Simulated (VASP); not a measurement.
Runs of VASP 6.6.1 on LiCl. The structure is that of space group Pm-3m (No. 221), or close to it. The cells are those of the table. 

```tsv
cell	k mesh	gap on the mesh (eV)
a = 3.271 Å, 2 atoms	8 × 8 × 8	(a)
a = 3.345 Å, 2 atoms	6 × 6 × 6	4.18
a = 3.214 Å, 2 atoms	6 × 6 × 6	4.65
a = 3.314 Å, 2 atoms	6 × 6 × 6	(b)
a = 3.281 Å, 2 atoms	6 × 6 × 6	4.40
```

Alike in all rows: task single point; level PBE; potentials or basis VASP PAW PBE potentials, release 64 (Li_sv, Cl); no spin polarisation; cutoff (eV) 520; smearing gaussian 0.01 eV.

Problem. Estimate the missing entries.

Solution. (a) 4.43; (b) 4.29.

A k mesh can miss the band edges.
